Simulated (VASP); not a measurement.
Crystal: LiF.

```
Li F
1.0
     3.09297    0.00000    0.00000
    -1.54649    2.67859    0.00000
     0.00000    0.00000   12.05171
Li F
5 5
Direct
  0.00000 0.00000 0.00000
  0.33333 0.66667 0.20000
  0.66667 0.33333 0.40000
  0.00000 0.00000 0.60000
  0.33333 0.66667 0.80000
  0.00000 0.00000 0.15000
  0.33333 0.66667 0.35000
  0.66667 0.33333 0.55000
  0.00000 0.00000 0.75000
  0.33333 0.66667 0.95000
```

| Quantity | Value |
| --- | --- |
| Program | VASP 6.6.1 |
| Task | relaxation of cell and atoms |
| Functional | PBEsol |
| Potentials or basis | VASP PAW PBE potentials, release 64 (Li_sv, F) |
| Cutoff | 600 eV |
| k mesh | 9 × 9 × 3 |
| Occupations | gaussian, width 0.02 eV |
| Spin | no spin polarisation |

At the start: pressure 0.1 GPa; volume 9.98 Å³/atom.

Problem. How do energy, volume and symmetry change on relaxing?

Solution. Over 9 steps the energy falls by 4.2 meV/atom and the volume is 9.97 Å³/atom (-0.1 %); space group P3m1 (No. 156, to 0.05 Å).

Step by step:
```csv
step,energy change (eV),largest force (eV/Å),pressure (GPa),volume (Å³)
1,0.0000,0.2702,0.13,99.85
2,-0.0335,0.0980,-0.11,99.95
3,-0.0393,0.0463,-0.17,100.02
4,-0.0399,0.0399,-0.08,99.84
5,-0.0408,0.0330,0.22,99.31
6,-0.0413,0.0207,0.13,99.48
7,-0.0417,0.0105,0.02,99.68
8,-0.0417,0.0133,0.00,99.72
9,-0.0417,0.0034,-0.01,99.75
```

Final structure:
```yaml
crystal:
  lattice:
    - [3.05773, 0.00000, 0.00000]
    - [-1.52887, 2.64808, 0.00000]
    - [0.00000, 0.00000, 12.31897]
  atoms:
    - { symbol: Li, position: [0.00000, 0.00000, 0.99891] }
    - { symbol: Li, position: [0.33333, 0.66667, 0.19796] }
    - { symbol: Li, position: [0.66667, 0.33333, 0.39900] }
    - { symbol: Li, position: [0.00000, 0.00000, 0.59984] }
    - { symbol: Li, position: [0.33333, 0.66667, 0.80040] }
    - { symbol: F, position: [0.00000, 0.00000, 0.14989] }
    - { symbol: F, position: [0.33333, 0.66667, 0.35000] }
    - { symbol: F, position: [0.66667, 0.33333, 0.55088] }
    - { symbol: F, position: [0.00000, 0.00000, 0.75178] }
    - { symbol: F, position: [0.33333, 0.66667, 0.95132] }
```

Caveat: the cutoff is under 1.25 times the usual one of these potentials, so pressure, stress and relaxed cells hold a basis-set (Pulay) error; the PAW data sets were made with another functional, which shifts forces and pressure a little.
